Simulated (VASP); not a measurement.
# C: single point with PBE+D3(BJ)

C, a slab with vacuum:

```
C
1.0
     2.37600    0.00000    0.00000
    -1.18800    2.05768    0.00000
     0.00000    0.00000   26.00242
C
2
Direct
  0.66667 0.33333 0.51648
  0.33333 0.66667 0.48352
```

| Item | Value |
| --- | --- |
| Program | VASP 6.6.1 |
| Task | single point |
| Functional | PBE |
| Dispersion | D3(BJ) |
| Potentials or basis | VASP PAW PBE potentials, release 64 (C) |
| Cutoff | 520 eV |
| k mesh | 21 × 21 × 1 |
| Occupations | gaussian, width 0.1 eV |
| Spin | no spin polarisation |

```
Largest force              : 8.816 eV/Å
Band gap on the k mesh     : zero (bands 4 and 5 overlap by 2.48 eV)
Dispersion energy per atom : -0.088 eV
```

Forces in eV/Å, atoms in the order of the input:
```
C    0.000  0.000 -8.816
C    0.000  0.000  8.816
```

Levels at points of the mesh, in eV from the Fermi level:
| k point | band 2 | band 3 | band 4 | band 5 | band 6 | band 7 |
| --- | --- | --- | --- | --- | --- | --- |
| (0.00, 0.00, 0.00) | -7.51 | -0.56 | 2.03 | 2.03 | 5.18 | 5.48 |

Run time: 2.3 min on 1 thread of Intel Xeon 8259CL, with other jobs on the host, peak memory 0.26 GiB.
